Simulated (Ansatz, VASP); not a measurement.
## Two plane-wave programs on ZnS

```
Zn S
1.0
     0.00000    2.69409    2.69409
     2.56019    0.00000    2.69409
     2.56019    2.69409    0.00000
Zn S
1 1
Direct
  0.00000 0.00000 0.00000
  0.25000 0.25000 0.25000
```

Change from the starting cell: uniaxial_x strain -5.0%.

Alike in both runs: task single point; functional HSE06; k mesh 6 × 6 × 6; no spin polarisation.

|  | VASP | Ansatz |
| --- | --- | --- |
| version | VASP 6.6.1 | Ansatz 0.2.0 |
| potentials or method | VASP PAW PBE potentials, release 64 (Zn, S) | plane waves, PAW |
| plane-wave cutoff (eV) | 520 | 420 |
| occupations | gaussian, width 0.01 eV | fixed |
| valence electrons in the cell | 18 | 18 |

Ansatz gave:

* gap on the k mesh at the Fermi level (eV): 3.50
* pressure (GPa): 6.2
* traceless stress, the component that is largest in VASP (GPa): 1.18

Task: Estimate VASP's values.

Result: gap on the k mesh at the Fermi level (eV): 3.49; pressure (GPa): 6.2; traceless stress, the component that is largest in VASP (GPa): 1.18.

Ansatz's warnings: stress exchange threshold loose, stress scf threshold loose.
